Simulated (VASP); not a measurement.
C: single point with PBEsol

Crystal: C.

```
CELL_PARAMETERS angstrom
2.47374 0.00000 0.00000
-1.23687 2.14232 0.00000
0.00000 0.00000 4.11898
ATOMIC_POSITIONS crystal
C 0.33333 0.66667 0.99992
C 0.66667 0.33333 0.49992
C 0.33333 0.66667 0.37408
C 0.66667 0.33333 0.87408
```

```
Program             : VASP 6.6.1
Task                : single point
Functional          : PBEsol
Potentials or basis : VASP PAW PBE potentials, release 64 (C_h)
Cutoff              : 1300 eV
k mesh              : 9 × 9 × 6
Occupations         : gaussian, width 0.01 eV
Spin                : no spin polarisation
```

| Property | Result |
| --- | --- |
| Pressure | 14.6 GPa |
| Band gap on the k mesh | 2.92 eV (least direct gap 4.96 eV) |

Stress tensor (GPa, compression positive):
```
14.49  0.00  0.00
 0.00 14.49  0.00
 0.00  0.00 14.81
```

Levels at points of the mesh, in eV from the valence-band top:
| k point | band 5 | band 6 | band 7 | band 8 | band 9 | band 10 | band 11 | band 12 |
| --- | --- | --- | --- | --- | --- | --- | --- | --- |
| (0.00, 0.00, 0.00) | -3.22 | -0.56 | 0.00 | 0.00 | 4.96 | 4.96 | 5.39 | 8.59 |
| (0.00, 0.00, 0.50) | -1.94 | -1.94 | -1.94 | -1.94 | 7.33 | 7.33 | 7.33 | 7.33 |

It took 37 s on 1 thread of Intel(R) Xeon(R) 6975P-C (Granite Rapids), on a shared host, peak memory 0.21 GiB.

Caveat: the cell stands under pressure; the PAW data sets were made with another functional, which shifts forces and pressure a little. A k mesh can miss the band edges.
